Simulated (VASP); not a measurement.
Input of a VASP 6.6.1 run:

The input INCAR:

```
SYSTEM = I
PREC = Accurate ; ENCUT = 500
EDIFF = 1E-6 ; ISMEAR = -1
SIGMA = 0.01 ; LREAL = .False.
LASPH = .True. ; NELM = 120
ALGO = Normal ; ISIF = 2
LWAVE = .False. ; LCHARG = .False.
GGA = PS ; NBANDS = 10
GGA_COMPAT = .False.
```

The input KPOINTS:

```
regular mesh
0
Gamma
  4 4 4
  0 0 0
```

POSCAR

```
I
1.0
    4.5667000000      0.0000000000      0.0000000000
    0.0000000000      4.5667000000      0.0000000000
    0.0000000000      0.0000000000      4.5667000000
I
1
Direct
    0.5000000000      0.5000000000      0.5000000000
```

Potentials or basis: VASP PAW PBE potentials, release 64 (I).

Run with:

```sh
$ cat potpaw_PBE.64/I/POTCAR > POTCAR
$ mpirun -np 1 vasp_std > vasp.out
```

(1) Estimate the pressure.

(2) Estimate the band gap on the k mesh.

Results:

(1) -1.8 GPa.

(2) zero (an odd number of electrons rules out a gap without spin polarisation).

Caveat: the PAW data sets were made with another functional, which shifts forces and pressure a little; spin-orbit coupling is left out, which moves the levels of the heavy elements; an odd number of electrons without spin polarisation forces a metal; a magnetic or distorted state may lie lower.
